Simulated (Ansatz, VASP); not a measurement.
Hf: VASP beside Ansatz

INCAR

```
SYSTEM = Hf
PREC     = Accurate       ! precision mode
ENCUT    = 600            ! plane-wave cutoff, eV
EDIFF    = 1E-7           ! SCF threshold, eV
ISMEAR   = 0              ! smearing method
SIGMA    = 0.05           ! smearing width, eV
LREAL    = .False.        ! projectors in reciprocal space
LASPH    = .True.         ! aspherical terms in the spheres
NELM     = 100            ! most SCF steps
ALGO     = Fast           ! electronic algorithm
ISIF     = 3              ! what is computed and relaxed
LWAVE    = .False.        ! write WAVECAR
LCHARG   = .False.        ! write CHGCAR
GGA      = PS             ! functional
IBRION   = 2              ! ionic algorithm
NSW      = 80             ! ionic steps
EDIFFG   = -0.01          ! ionic threshold
```

Contents of KPOINTS:

```
regular mesh
0
Gamma
  12 12 8
  0 0 0
```

Contents of POSCAR:

```
Hf
1.0
    3.2000000000      0.0000000000      0.0000000000
   -1.6000000000      2.7712812921      0.0000000000
    0.0000000000      0.0000000000      5.0624000000
Hf
2
Direct
    0.3333333333      0.6666666667      0.7500000000
    0.6666666667      0.3333333333      0.2500000000
```

Input for Ansatz:

```yaml
crystal:
  lattice:
    - [3.2, 0.0, 0.0]
    - [-1.6, 2.7712812921, 0.0]
    - [0.0, 0.0, 5.0624]
  atoms:
    - { symbol: Hf, position: [0.3333333333, 0.6666666667, 0.75] }
    - { symbol: Hf, position: [0.6666666667, 0.3333333333, 0.25] }
basis:
  ecutwfc: 420
  ecutrho_ratio: 4
kpoints:
  mp_grid: { grid: [12, 12, 8] }
hamiltonian:
  xc: pbesol
scf:
  occupations: { method: gaussian, width: 0.05 }
output:
  forces: true
  stress: true
  eigenvalues: true
relax:
  f_tol: 0.01
  max_steps: 60
  cell: { stress_tol: 0.04 }
```

Alike in both runs: task relaxation of cell and atoms; functional PBEsol; k mesh 12 × 12 × 8; occupations gaussian, width 0.05 eV; no spin polarisation.

|  | VASP | Ansatz |
| --- | --- | --- |
| version | VASP 6.6.1 | Ansatz 0.2.0 |
| potentials or method | VASP PAW PBE potentials, release 64 (Hf_pv), cutoff 600 eV | scalar-relativistic, plane waves, PAW |
| valence electrons in the cell | 20 | 52 |

```tsv
	VASP	Ansatz	Ansatz less VASP
gap on the k mesh at the Fermi level, each at its own relaxed structure (eV)	none	none	-
relaxed volume (Å³/atom)	21.52	21.60	+0.082
relaxed cell length with the largest relative difference (Å)	4.998	5.006	+0.0083
```

VASP's potentials were made for PBE, not for PBEsol. A gap of «none» marks a metal or a gap that the smearing closes. VASP's potentials hold 20 valence electrons a cell and Ansatz's 52, so a difference there can come from the potentials and not from the codes.

Spin-orbit coupling is off throughout.
